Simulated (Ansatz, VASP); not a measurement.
# TaN in VASP and in Ansatz

```
Ta N
1.0
     2.07971   -2.08951    0.18784
     2.07971    2.08951    0.18784
    -0.29257    0.00000    3.20481
Ta N
1 1
Direct
  0.00000 0.00000 0.50000
  0.50000 0.50000 0.50000
```

Alike in both runs: functional PBE; k mesh 6 × 6 × 4; occupations gaussian, width 0.1 eV; no spin polarisation.

Ansatz relaxed the structure, and its values are those at the end. VASP's run is a single point on that final structure, the one shown.

|  | VASP | Ansatz |
| --- | --- | --- |
| version | VASP 6.6.1 | Ansatz 0.2.0 |
| potentials or method | VASP PAW PBE potentials, release 64 (Ta_pv, N), cutoff 520 eV | scalar-relativistic, plane waves, PAW |
| valence electrons in the cell | 16 | 18 |

```csv
,VASP,Ansatz,Ansatz less VASP
gap on the k mesh at the Fermi level (eV),none,none,-
pressure (GPa),0.5,0.1,-0.39
```

A gap of «none» marks a metal or a gap that the smearing closes. VASP's potentials hold 16 valence electrons a cell and Ansatz's 18, so a difference there can come from the potentials and not from the codes.

The k mesh is coarse, so the values compare programs but aren't converged. Neither program's run includes spin-orbit coupling.
